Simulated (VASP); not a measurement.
## H10CO5: single point with PBE+D3(BJ)

System: H10CO5.

```xyz
16
Lattice="5.4614 0.0000 0.0000 0.0000 5.4614 0.0000 0.0000 0.0000 5.4614" Properties=species:S:1:pos:R:3 pbc="T T T"
O     2.5408    2.9000    3.6624
O     0.4288    1.4874    3.4288
O     3.7960    5.0288    4.5934
O     4.1611    1.5169    1.1798
O     1.1071    4.6405    0.4732
H     1.5630    2.4659    3.7598
H     2.9961    2.4063    2.9509
H    -0.4125    1.4878    2.9484
H     0.1719    1.2953    4.3746
H     3.2583    4.2274    4.3409
H     4.6716    4.8910    4.3337
H     3.5841    2.2842    0.8877
H     3.9314    0.8764    0.4183
H     0.9492    5.1166    2.3885
H     2.5477    4.7792    1.7772
C     1.5431    4.9539    1.5031
```

```
Program                : VASP 6.6.1
Task                   : single point
Functional             : PBE
Dispersion             : D3(BJ)
Potentials or basis    : VASP PAW PBE potentials, release 64 (O, H, C)
Cutoff                 : 520 eV
k mesh                 : 1 × 1 × 1
Occupations            : fermi-dirac, width 0.05 eV
Spin                   : no spin polarisation
Dipole correction      : no
Further INCAR settings : ALGO = Normal; EDIFF = 1e-06; NBANDS = 36
```

```
Pressure                   : 2.7 GPa
Largest force              : 6.087 eV/Å
Dispersion energy per atom : -0.038 eV
```

Forces on the atoms (eV/Å):
```
O   -1.459 -0.580  0.276
O   -0.317 -0.316  1.991
O   -2.554  0.934  0.965
O   -1.366  0.538 -1.534
O   -2.556 -0.759 -5.472
H    2.247  0.892 -0.869
H   -0.346 -0.092  0.278
H   -0.393  0.126 -0.725
H    0.232  0.116 -0.880
H    0.057  0.104 -0.119
H    2.598 -0.804 -0.683
H    0.899 -0.593  0.369
H    0.312 -0.026  1.018
H   -0.904  0.697  0.680
H    2.448  0.323  0.067
C    1.102 -0.558  4.637
```

Stress tensor (GPa, compression positive):
```
 4.68 -0.11  1.38
-0.11  0.28  1.93
 1.38  1.93  3.04
```

Levels at points of the mesh, in eV from the Fermi level:
```csv
k point,band 19,band 20,band 21,band 22,band 23,band 24,band 25,band 26
"(0.00, 0.00, 0.00)",-2.91,-2.65,-2.43,-1.19,2.47,2.62,5.86,6.01
```

Run time: 37 s on 1 thread of Intel Xeon 8259CL (shared host), peak memory 0.24 GiB.

Caveat: the k points lie up to 1.15 Å⁻¹ apart; the atoms stand as in a frame of molecular dynamics.
